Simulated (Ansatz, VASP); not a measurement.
# One calculation of KBr, two programs

INCAR

```
PREC     = Accurate       # precision mode
ENCUT    = 520            # plane-wave cutoff, eV
EDIFF    = 1E-7           # SCF threshold, eV
ISMEAR   = 0              # smearing method
SIGMA    = 0.05           # smearing width, eV
LREAL    = F              # projectors in reciprocal space
LASPH    = T              # aspherical terms in the spheres
NELM     = 80             # most SCF steps
ALGO     = Normal         # electronic algorithm
ISIF     = 2              # what is computed and relaxed
LWAVE    = F              # write WAVECAR
LCHARG   = F              # write CHGCAR
GGA      = PE             # functional
NBANDS   = 15             # bands
```

Contents of KPOINTS:

```
Automatic mesh
0
Gamma
  6 6 6
```

Contents of POSCAR:

```
KBr
1.0
    0.0000000000      3.3953906250      3.3953906250
    3.2925000000      0.1028906250      3.2925000000
    3.2925000000      3.2925000000      0.1028906250
K Br
1 1
Direct
    0.0000000000      0.0000000000      0.0000000000
    0.5000000000      0.5000000000      0.5000000000
```

Input for Ansatz:

```yaml
crystal:
  lattice:
    - [0.0, 3.395390625, 3.395390625]
    - [3.2925, 0.102890625, 3.2925]
    - [3.2925, 3.2925, 0.102890625]
  atoms:
    - { symbol: K, position: [0.0, 0.0, 0.0] }
    - { symbol: Br, position: [0.5, 0.5, 0.5] }
basis:
  ecutwfc: 420
kpoints:
  mp_grid: { grid: [6, 6, 6] }
hamiltonian:
  xc: pbe
scf:
  occupations: { method: gaussian, width: 0.05 }
output:
  forces: true
  stress: true
  eigenvalues: true
```

Change from the starting cell: strain +0.0625 x Voigt [0, 0, 0, 1, 0, 0], atoms carried along.

Alike in both runs: task single point; functional PBE; k mesh 6 × 6 × 6; occupations gaussian, width 0.05 eV; no spin polarisation.

|  | VASP | Ansatz |
| --- | --- | --- |
| version | VASP 6.6.1 | Ansatz 0.2.0 |
| potentials or method | VASP PAW PBE potentials, release 64 (K_sv, Br), cutoff 520 eV | scalar-relativistic, plane waves, PAW |
| valence electrons in the cell | 16 | 16 |

```csv
,VASP,Ansatz,Ansatz less VASP
gap on the k mesh at the Fermi level (eV),4.37,4.37,+0.002
least direct gap on the mesh (eV),4.37,4.37,+0.002
pressure (GPa),0.9,0.8,-0.04
"traceless stress, the component that is largest in VASP (GPa)",-0.31,-0.31,-0.003
```

With one functional, cell and mesh, what is left measures potentials, basis and numerics.
